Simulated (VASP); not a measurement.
Here is a VASP 6.6.1 calculation.

Contents of INCAR:

```
ALGO = Normal ; EDIFF = 1E-7
EDIFFG = -0.03 ; ENCUT = 500
GGA = PS ; GGA_COMPAT = F
IBRION = 2 ; ISIF = 3
ISMEAR = 0 ; LASPH = T
LCHARG = F ; LREAL = F
LWAVE = F ; NELM = 120
NELMIN = 4 ; NSW = 80
PREC = Accurate ; PSTRESS = 450.0
SIGMA = 0.1
```

Contents of KPOINTS:

```
k-points
0
Gamma
  9 9 9
```

File POSCAR:

```
Nb
1.0
    0.0000000000      2.0950000000      2.0950000000
    2.0950000000      0.0000000000      2.0950000000
    2.0950000000      2.0950000000      0.0000000000
Nb
1
Direct
    0.0000000000      0.0000000000      0.0000000000
```

Potentials or basis: VASP PAW PBE potentials, release 64 (Nb_sv).

Run with:

```console
$ cat potpaw_PBE.64/Nb_sv/POTCAR > POTCAR
$ mpirun -np 1 vasp_std > vasp.out
```

Question: Estimate the relaxed volume.

Answer: 14.97 Å³/atom.

Question: Estimate the band gap on the k mesh.

Answer: Zero (an odd number of electrons rules out a gap without spin polarisation).

Question: Predict the relaxed cell.

Answer: a = 2.766 Å, b = 2.766 Å, c = 2.766 Å, α = 60.00°, β = 60.00°, γ = 60.00°.

The path:
```
step  energy change (eV)  largest force (eV/Å)  pressure (GPa)  volume (Å³)
   1              0.0000                0.0000           -1.44        18.39
   2             11.7152                0.0000          733.36         7.54
   3              0.2295                0.0000           31.80        15.70
   4              0.3145                0.0000           38.38        15.31
   5              0.4083                0.0000           45.37        14.95
   6              0.3904                0.0000           44.04        15.02
   7              0.3911                0.0000           44.10        15.01
   8              0.3935                0.0000           44.27        15.01
   9              0.3935                0.0000           44.28        15.01
  10              0.3936                0.0000           44.28        15.00
  11              0.3937                0.0000           44.28        15.00
  12              0.3941                0.0000           44.30        15.00
  13              0.3947                0.0000           44.36        15.00
  14              0.3961                0.0000           44.46        15.00
  15              0.3987                0.0000           44.66        14.99
  16              0.4041                0.0000           45.06        14.97
```

Caveat: the cell is relaxed towards a set pressure, so the run minimises the enthalpy, not the energy; the volume moved by over 15 % at a fixed basis, so the end points are rough; the PAW data sets were made with another functional, which shifts forces and pressure a little.
